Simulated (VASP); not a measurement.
Si (a cell with a defect), 17 atoms in the cell. The cell holds a defect, 17 atoms: a = 7.679 Å, b = 7.679 Å, c = 7.679 Å, α = 60.00°, β = 60.00°, γ = 60.00°. 

| Quantity | Value |
| --- | --- |
| Program | VASP 6.6.1 |
| Task | single point |
| Functional | PBE |
| Potentials or basis | VASP PAW PBE potentials, release 64 (Si) |
| Cutoff | 520 eV |
| k mesh | 2 × 2 × 2 |
| Occupations | fermi-dirac, width 0.02 eV |
| Spin | no spin polarisation |
| Dipole correction | no |
| Further INCAR settings | LREAL = Auto; ALGO = Normal; EDIFF = 1e-07; NBANDS = 48 |

Potentials or basis: VASP PAW PBE potentials, release 64 (Si).

Run with:

```bash
$ cat potpaw_PBE.64/Si/POTCAR > POTCAR
$ mpirun -np 1 vasp_std > vasp.out
```

Hardware: 1 thread of Intel(R) Xeon(R) 6975P-C (Granite Rapids), on a shared host.

Q: How long does it take, and how much memory?

A: Wall time 88 s on 1 thread of Intel(R) Xeon(R) 6975P-C (Granite Rapids) (shared host), peak memory 0.46 GiB. Counts: scf iterations 15, k points 8.
